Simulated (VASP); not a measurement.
A run of VASP 6.6.1 is set up as follows.

File INCAR:

```
PREC = Accurate ; ENCUT = 520
EDIFF = 1E-6 ; ISMEAR = 0
SIGMA = 0.0218 ; LREAL = False
LASPH = True ; NELM = 150
ALGO = Normal ; ISIF = 2
LWAVE = False ; LCHARG = False
MAGMOM = 2 0 0 2 0 0 2 0 0 0 0 0 0 0 0 0 0 0 ; LORBIT = 11
LSORBIT = True ; GGA_COMPAT = False
LORBMOM = True ; LMAXMIX = 4
NBANDS = 65
```

The input KPOINTS:

```
Automatic mesh
0
Gamma
  4 4 7
```

The input POSCAR:

```
B2HRu3
1.0
    4.7963480872     -0.0000002819      0.0000000000
   -2.3981738023      4.1052304940      0.0000000000
    0.0000000000      0.0000000000      2.8373166828
Ru B H
3 2 1
Direct
    0.6818851931      0.0000000000      0.5000000000
    0.3404326644      0.3212794749      0.5000000000
    0.0191531895      0.6787205251      0.5000000000
    0.3424013379      0.6583038944      0.0000000000
    0.6840974435      0.3416961056      0.0000000000
   -0.0680698285      0.0000000000      0.0000000000
```

Potentials or basis: VASP PAW LDA potentials, release 64 (Ru_pv, B, H).

Command:

```sh
$ cat potpaw_LDA.64/Ru_pv/POTCAR potpaw_LDA.64/B/POTCAR potpaw_LDA.64/H/POTCAR > POTCAR
$ mpirun -np 1 vasp_ncl > vasp.out
```

(1) Estimate the net moment.

(2) What does it give for the largest force?

(3) What does it give for the pressure?

Answers

(1) 0.00 μB per cell.

(2) 0.030 eV/Å.

(3) 0.9 GPa.

Caveat: the k points lie up to 0.38 Å⁻¹ apart.
